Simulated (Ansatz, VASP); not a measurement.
Mg: VASP beside Ansatz

The input INCAR:

```
PREC = Accurate ; ENCUT = 600
EDIFF = 1E-6 ; ISMEAR = 0
SIGMA = 0.1 ; LREAL = F
LASPH = T ; NELM = 100
ALGO = Normal ; ISIF = 3
LWAVE = F ; LCHARG = F
GGA = PE ; IVDW = 12
IBRION = 2 ; NSW = 70
EDIFFG = -0.005
```

KPOINTS

```
regular mesh
0
Gamma
  15 15 8
```

The input POSCAR:

```
Mg
1.0
    3.2100636628      0.0000000000      0.0000000000
   -1.6050318314      2.7799966797      0.0000000000
    0.0000000000      0.0000000000      5.1379319477
Mg
2
Direct
    0.3333333333      0.6666666667      0.2500000000
    0.6666666667      0.3333333333      0.7500000000
```

Input for Ansatz:

```yaml
crystal:
  lattice:
    - [3.2100636628, 0.0, 0.0]
    - [-1.6050318314, 2.7799966797, 0.0]
    - [0.0, 0.0, 5.1379319477]
  atoms:
    - { symbol: Mg, position: [0.3333333333, 0.6666666667, 0.25] }
    - { symbol: Mg, position: [0.6666666667, 0.3333333333, 0.75] }
basis:
  ecutwfc: 420
kpoints:
  mp_grid: { grid: [15, 15, 8] }
hamiltonian:
  xc: pbe
  dispersion: d3bj
scf:
  occupations: { method: gaussian, width: 0.1 }
output:
  forces: true
  stress: true
  eigenvalues: true
relax:
  adjacent_minimum: "off"
  f_tol: 0.005
  max_steps: 50
  cell: { stress_tol: 0.05 }
```

Alike in both runs: task relaxation of cell and atoms; functional PBE; dispersion D3(BJ); k mesh 15 × 15 × 8; occupations gaussian, width 0.1 eV; no spin polarisation.

|  | VASP | Ansatz |
| --- | --- | --- |
| version | VASP 6.6.1 | Ansatz 0.2.0 |
| potentials or method | VASP PAW PBE potentials, release 64 (Mg), cutoff 600 eV | scalar-relativistic, plane waves, PAW |
| valence electrons in the cell | 4 | 20 |

```csv
,VASP,Ansatz,Ansatz less VASP
"gap on the k mesh at the Fermi level, each at its own relaxed structure (eV)",none,none,-
relaxed volume (Å³/atom),21.64,21.68,+0.039
relaxed cell length with the largest relative difference (Å),5.041,5.047,+0.0055
```

A gap of «none» marks a metal or a gap that the smearing closes. VASP's potentials hold 4 valence electrons a cell and Ansatz's 20, so a difference there can come from the potentials and not from the codes.
